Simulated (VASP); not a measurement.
# Sb (Im-3m) in VASP: notebook

Sb is run at these levels: LDA; tasks: single point.

All numbers are computed with VASP 6.6.1; they aren't measurements. Logs are shortened: lines on timing, memory, paths and dates and some standing lists are left out, and cuts for length are marked.

### 1 The cell of the first run

It takes space group Im-3m (No. 229, cubic). The conventional cell has a = 3.307 Å, b = 3.307 Å, c = 3.307 Å, α = 90.00°, β = 90.00°, γ = 90.00°. Sb (site symmetry m-3m) has 14 Sb at 2.86 to 3.31 Å within 3.8 Å.

### 2 Single point, LDA

File INCAR:

```
SYSTEM = Sb
PREC     = Accurate       ! precision mode
ENCUT    = 520            ! plane-wave cutoff, eV
EDIFF    = 1E-6           ! SCF threshold, eV
ISMEAR   = -1             ! smearing method
SIGMA    = 0.08           ! smearing width, eV
LREAL    = .False.        ! projectors in reciprocal space
LASPH    = .True.         ! aspherical terms in the spheres
NELM     = 60             ! most SCF steps
ALGO     = Normal         ! electronic algorithm
ISIF     = 2              ! what is computed and relaxed
LWAVE    = .False.        ! write WAVECAR
LCHARG   = .False.        ! write CHGCAR
GGA      = CA             ! functional
NBANDS   = 8              ! bands
```

File KPOINTS:

```
Automatic mesh
0
Gamma
  16 16 16
  0 0 0
```

File POSCAR:

```
Sb
1.0
   -1.6532603971      1.6532603971      1.6532603971
    1.6532603971     -1.6532603971      1.6532603971
    1.6532603971      1.6532603971     -1.6532603971
Sb
1
Direct
    0.0000000000      0.0000000000      0.0000000000
```

Potentials or basis: VASP PAW LDA potentials, release 64 (Sb).

The run is started by

```
> cat potpaw_LDA.64/Sb/POTCAR > POTCAR
> mpirun -np 1 vasp_std > vasp.out
```

OUTCAR:

```text
SYSTEM = Sb
   PREC = Accurate
   ENCUT = 520
   EDIFF = 1E-6
   ISMEAR = -1
   LREAL = .False.
   LASPH = .True.
   NELM = 60
   ISIF = 2
   GGA = CA

 ion  position               nearest neighbor table
   1  0.000  0.000  0.000-

  LATTYP: Found a body centered cubic cell.
 ALAT       =     3.3065207942

  Lattice vectors:

 A1 = (  -1.6532603971,   1.6532603971,   1.6532603971)
 A2 = (   1.6532603971,  -1.6532603971,   1.6532603971)
 A3 = (   1.6532603971,   1.6532603971,  -1.6532603971)

Analysis of symmetry for initial positions (statically):
=====================================================================
 Subroutine PRICEL returns:
 Original cell was already a primitive cell.

 Routine SETGRP: Setting up the symmetry group for a
 body centered cubic supercell.

 Subroutine GETGRP returns: Found 48 space group operations
[... 9 lines left out ...]

 Routine SETGRP: Setting up the symmetry group for a
 body centered cubic supercell.

 Subroutine GETGRP returns: Found 48 space group operations
[... 11 lines left out ...]
                                     Primitive cell

  volume of cell :      18.0752

  direct lattice vectors                    reciprocal lattice vectors
    -1.653260397  1.653260397  1.653260397     0.000000000  0.302432697  0.302432697
     1.653260397 -1.653260397  1.653260397     0.302432697  0.000000000  0.302432697
     1.653260397  1.653260397 -1.653260397     0.302432697  0.302432697  0.000000000

  length of vectors
     2.863531006  2.863531006  2.863531006     0.427704421  0.427704421  0.427704421

  position of ions in fractional coordinates (direct lattice)
     0.000000000  0.000000000  0.000000000

  ion indices of the primitive-cell ions
   primitive index   ion index
                 1           1

----------------------------------------------------------------------------------------

 KPOINTS: Automatic mesh

Automatic generation of k-mesh.
 Grid dimensions read from file:
 generate k-points for:   16   16   16

 Generating k-lattice:

  Cartesian coordinates                     Fractional coordinates (reciprocal lattice)
     0.000000000  0.018902044  0.018902044     0.062500000  0.000000000  0.000000000
     0.018902044  0.000000000  0.018902044     0.000000000  0.062500000  0.000000000
     0.018902044  0.018902044  0.000000000     0.000000000  0.000000000  0.062500000

  Length of vectors
     0.026731526  0.026731526  0.026731526

  Shift w.r.t. Gamma in fractional coordinates (k-lattice)
     0.000000000  0.000000000  0.000000000

 Subroutine IBZKPT returns following result:
 ===========================================

 Found    145 irreducible k-points:

 Following reciprocal coordinates:
            Coordinates               Weight
  0.000000  0.000000  0.000000      1.000000
  0.062500  0.000000  0.000000     12.000000
  0.125000  0.000000  0.000000     12.000000
  0.187500  0.000000  0.000000     12.000000
  0.250000  0.000000  0.000000     12.000000
  0.312500  0.000000  0.000000     12.000000
[... 16 lines left out ...]
  0.187500  0.187500  0.000000     24.000000
  0.250000  0.187500  0.000000     48.000000
 [... further k-points ...]
   k-points           NKPTS =    145   k-points in BZ     NKDIM =    145   number of bands    NBANDS=      8
   number of dos      NEDOS =    301   number of ions     NIONS =      1
   total plane-waves  NPLWV =  13824
   dimension x,y,z NGX =    24 NGY =   24 NGZ =   24
   dimension x,y,z NGXF=    48 NGYF=   48 NGZF=   48
   ions per type =               1
   NGX,Y,Z   is equivalent  to a cutoff of  13.93, 13.93, 13.93 a.u.
   NGXF,Y,Z  is equivalent  to a cutoff of  27.87, 27.87, 27.87 a.u.
 SYSTEM =  Sb
   PREC   = accura    normal or accurate (medium, high low for compatibility)
   ISTART =      0    job   : 0-new  1-cont  2-samecut
   ICHARG =      2    charge: 1-file 2-atom 10-const
   ISPIN  =      1    spin polarized calculation?
   LNONCOLLINEAR =      F non collinear calculations
   LSORBIT =      F    spin-orbit coupling
   LASPH  =      T    aspherical Exc in radial PAW
   ENCUT  =  520.0 eV  38.22 Ry    6.18 a.u.   5.32  5.32  5.32*2*pi/ulx,y,z
   NELM   =     60;   NELMIN=  2; NELMDL= -5     # of ELM steps
   EDIFF  = 0.1E-05   stopping-criterion for ELM
   LREAL  =      F    real-space projection
   EDIFFG = 0.1E-04   stopping-criterion for IOM
   NSW    =      0    number of steps for IOM
   IBRION =     -1    ionic relax: 0-MD 1-quasi-New 2-CG
   NFREE  =      0    steps in history (QN), initial steepest desc. (CG)
   ISIF   =      2    stress and relaxation
   ISYM   =      2    0-nonsym 1-usesym 2-fastsym
   POTIM  = 0.5000    time-step for ionic-motion
   TEBEG  =    0.0;   TEEND  =   0.0 temperature during run
   PSTRESS=    0.0 pullay stress
   NELECT =       5.0000    total number of electrons
   NUPDOWN=      -1.0000    fix difference up-down
   EMIN   =  10.00;   EMAX   =-10.00  energy-range for DOS
   EFERMI =   0.00;   METHOD = LEGACY
   ISMEAR =    -1;   SIGMA  =   0.08  broadening in eV -4-tet -1-fermi 0-gaus
   EFERMI_NEDOS =   21; number of points for ismear=-14 and -15
   IALGO  =     38    algorithm
   IMIX   =      4    mixing-type and parameters
     AMIX     =   0.40;   BMIX     =  1.00
     AMIX_MAG =   1.60;   BMIX_MAG =  1.00
  volume/ion in A,a.u.               =      18.08       121.98
  Fermi-wavevector in a.u.,A,eV,Ry     =   1.066687  2.015746 15.480990  1.137821
  Thomas-Fermi vector in A             =   2.202279
   LORBIT       =      0    0 simple, 1 ext, 2 COOP (PROOUT), +10 PAW based schemes
   GGA     = CA    functional components
   LHFCALC =     F    Hartree Fock is set to
   AEXX    =    0.0000 exact exchange contribution
   IVDW    =     0    specifies the selected vdW correction
   LEPSILON=     F    determine dielectric tensor
   LRPA    =     F    only Hartree local field effects (RPA)
 non-spin polarized calculation
  energy-cutoff  :      520.00
  volume of cell :       18.08
 maximum number of plane-waves:       496
 NGX is ok and might be reduce to    24
   NGX = 11   NGY = 11   NGZ = 11

 number of electron       5.0000000 magnetization

 Free energy of the ion-electron system (eV)
  ---------------------------------------------------
  ext. energy  EPLUGINS =         0.00000000
  ---------------------------------------------------
  free energy    TOTEN  =        -3.69449963 eV

  energy without entropy =       -3.68310041  energy(sigma->0) =       -3.68880002

 E-fermi :  14.8319     XC(G=0): -12.1695

 val. band max:       14.8223208022   @ k =   0.3750   0.1250   0.1250
 cond. band min:      14.8327849413   @ k =  -0.4375   0.4375   0.1875
 fundamental gap:      0.0104641390
 Fermi energy:        14.8319428604

 k-point     1 :       0.0000    0.0000    0.0000
  band No.  band energies     occupation
      1      -2.0597      2.00000
      2      23.9594      0.00000
      3      23.9594      0.00000
      4      23.9594      0.00000
      5      26.4609      0.00000
      6      26.4609      0.00000
      7      26.4609      0.00000
      8      26.5820      0.00000

 k-point     2 :       0.0625    0.0000    0.0000
  band No.  band energies     occupation
      1      -1.9438      2.00000
      2      22.7072      0.00000
      3      23.2668      0.00000
      4      23.7011      0.00000
      5      25.4451      0.00000
      6      25.4950      0.00000
      7      26.3400      0.00000
      8      27.1582      0.00000

 k-point     3 :       0.1250    0.0000    0.0000
  band No.  band energies     occupation
      1      -1.5956      2.00000
      2      20.2033      0.00000
      3      22.0280      0.00000
      4      22.9783      0.00000
      5      24.5373      0.00000
      6      24.7721      0.00000
      7      26.3379      0.00000
      8      27.6517      0.00000

 k-point     4 :       0.1875    0.0000    0.0000
  band No.  band energies     occupation
      1      -1.0140      2.00000
      2      17.4727      0.00000
      3      20.7667      0.00000
      4      22.0622      0.00000
      5      23.7867      0.00000
      6      24.1605      0.00000
      7      26.7549      0.00000
      8      28.0861      0.00000

 k-point     5 :       0.2500    0.0000    0.0000
  band No.  band energies     occupation
      1      -0.1977      2.00000
      2      14.7701      1.36849
      3      19.6218      0.00000
      4      21.1827      0.00000
      5      23.1854      0.00000
      6      23.6601      0.00000
      7      27.4513      0.00000
      8      28.5662      0.00000

 k-point     6 :       0.3125    0.0000    0.0000
  band No.  band energies     occupation
      1       0.8534      2.00000
      2      12.1904      2.00000
      3      18.6654      0.00000
      4      20.4434      0.00000
      5      22.7262      0.00000
      6      23.2809      0.00000
      7      28.3338      0.00000
      8      29.1329      0.00000

 k-point     7 :       0.3750    0.0000    0.0000
  band No.  band energies     occupation
      1       2.1350      2.00000
      2       9.7883      2.00000
      3      17.9478      0.00000
      4      19.8922      0.00000
      5      22.4029      0.00000
      6      23.0195      0.00000
      7      29.3279      0.00000
      8      29.8171      0.00000
[... 133 lines left out ...]
 k-point    20 :       0.3125    0.1250   -0.0000
  band No.  band energies     occupation
      1       2.4802      2.00000
      2      10.0898      2.00000
      3      15.4805      0.00060
      4      18.7969      0.00000
      5      23.5399      0.00000
      6      25.9035      0.00000
      7      27.5292      0.00000
      8      31.3031      0.00000

 k-point    21 :       0.3750    0.1250    0.0000
  band No.  band energies     occupation
      1       3.9544      2.00000
      2       7.9592      2.00000
      3      15.0863      0.07989
      4      18.4656      0.00000
      5      23.3416      0.00000
      6      25.7898      0.00000
      7      28.4716      0.00000
      8      30.7292      0.00000

 k-point    22 :       0.4375    0.1250   -0.0000
  band No.  band energies     occupation
      1       5.1490      2.00000
      2       6.5433      2.00000
      3      14.9539      0.35755
      4      18.3540      0.00000
      5      23.2759      0.00000
      6      25.7408      0.00000
      7      29.4163      0.00000
      8      29.7564      0.00000

 k-point    23 :       0.1875    0.1875    0.0000
  band No.  band energies     occupation
      1       1.0853      2.00000
      2      13.4659      2.00000
      3      15.0181      0.17785
      4      19.2978      0.00000
      5      24.9650      0.00000
      6      24.9736      0.00000
      7      28.5197      0.00000
      8      29.2446      0.00000

 k-point    24 :       0.2500    0.1875    0.0000
  band No.  band energies     occupation
      1       2.2475      2.00000
      2      11.4869      2.00000
      3      13.8552      1.99999
      4      18.6969      0.00000
      5      24.5652      0.00000
      6      25.7809      0.00000
      7      28.5123      0.00000
      8      30.4840      0.00000

 [... further k-points ...]
[... 5 lines left out ...]
  --------------------------------------------------------------------------------------
  -------------------------------------------------------------------------------------
  Total        6.2853200      6.2853200      6.2853200     -0.0000000     -0.0000000     -0.0000000
  in kB      557.1269851    557.1269851    557.1269851     -0.0000000     -0.0000000     -0.0000000
  external PRESSURE =     557.1269851 kB  Pullay stress =       0.0000000 kB

 VOLUME and BASIS-vectors are now :
 -----------------------------------------------------------------------------
  energy-cutoff  :      520.00
  volume of cell :       18.08
      direct lattice vectors                 reciprocal lattice vectors
    -1.653260397  1.653260397  1.653260397     0.000000000  0.302432697  0.302432697
     1.653260397 -1.653260397  1.653260397     0.302432697  0.000000000  0.302432697
     1.653260397  1.653260397 -1.653260397     0.302432697  0.302432697  0.000000000

 POSITION                                       TOTAL-FORCE (eV/Angst)
 -----------------------------------------------------------------------------------
      0.00000      0.00000      0.00000         0.000000      0.000000     -0.000000
 -----------------------------------------------------------------------------------
    total drift:                                0.000000     -0.000000      0.000000

  FREE ENERGIE OF THE ION-ELECTRON SYSTEM (eV)
  ---------------------------------------------------
  free  energy   TOTEN  =        -3.6944996345 eV

  energy  without entropy=       -3.6831004090  energy(sigma->0) =       -3.68880002
```

Run time: 18 s. Hardware: 1 thread of Intel Xeon 8259CL, shared host; peak memory 0.14 GiB.

Results:

```
Free energy : -3.6945 eV
Pressure    : 55.7 GPa
```

Caveat: spin-orbit coupling is left out, which moves the levels of the heavy elements.

### 3 Single point, LDA

Changes to INCAR since step 2:

```diff
@@ -3,3 +3,3 @@
 ENCUT    = 520            ! plane-wave cutoff, eV
-EDIFF    = 1E-6           ! SCF threshold, eV
+EDIFF    = 1E-7           ! SCF threshold, eV
 ISMEAR   = -1             ! smearing method
@@ -8,3 +8,3 @@
 LASPH    = .True.         ! aspherical terms in the spheres
-NELM     = 60             ! most SCF steps
+NELM     = 80             ! most SCF steps
 ALGO     = Normal         ! electronic algorithm
```

KPOINTS is that of step 2.

File POSCAR:

```
Sb
1.0
   -1.6533395962      1.6533395962      1.6533395962
    1.6533395962     -1.6533395962      1.6533395962
    1.6533395962      1.6533395962     -1.6533395962
Sb
1
Direct
    0.0000000000      0.0000000000      0.0000000000
```

Potentials or basis: VASP PAW LDA potentials, release 64 (Sb).

The run is started by

```
> cat potpaw_LDA.64/Sb/POTCAR > POTCAR
> mpirun -np 1 vasp_std > vasp.out
```

Wall time 24 s (1 thread of Intel Xeon 8259CL, shared host); peak memory 0.14 GiB.

Results (log left out):

- Free energy: -3.6954 eV
- Pressure: 55.7 GPa

Levels at points of the mesh, in eV from the Fermi level:
```csv
k point,band 1,band 2,band 3,band 4,band 5,band 6,band 7
"(0.00, 0.00, 0.00)",-16.89,9.13,9.13,9.13,11.63,11.63,11.63
"(0.50, 0.00, 0.00)",-9.98,-8.67,2.52,4.61,7.32,7.99,16.22
"(0.50, 0.50, 0.50)",-3.42,-3.24,-3.24,-3.24,2.02,2.02,18.24
```

Caveat: spin-orbit coupling is left out, which moves the levels of the heavy elements.
